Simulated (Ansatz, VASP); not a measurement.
# Two plane-wave programs on LiCl

```
CELL_PARAMETERS angstrom
3.96425 0.00000 0.00000
-1.98213 3.43314 0.00000
0.00000 0.00000 6.35166
ATOMIC_POSITIONS crystal
Li 0.66667 0.33333 0.87779
Li 0.33333 0.66667 0.37779
Cl 0.66667 0.33333 0.49721
Cl 0.33333 0.66667 0.99721
```

Alike in both runs: task single point; functional PBE; k mesh 6 × 6 × 4; no spin polarisation.

|  | VASP | Ansatz |
| --- | --- | --- |
| version | VASP 6.6.1 | Ansatz 0.2.0 |
| potentials or method | VASP PAW PBE potentials, release 64 (Li_sv, Cl) | plane waves, PAW |
| plane-wave cutoff (eV) | 520 | 420 |
| occupations | gaussian, width 0.01 eV | fixed |
| valence electrons in the cell | 20 | 20 |

```csv
,VASP,Ansatz,Ansatz less VASP
gap on the k mesh at the Fermi level (eV),5.85,5.84,-0.005
```

Noted on VASP's run: the cutoff is short for stress, so the pressure is rough.
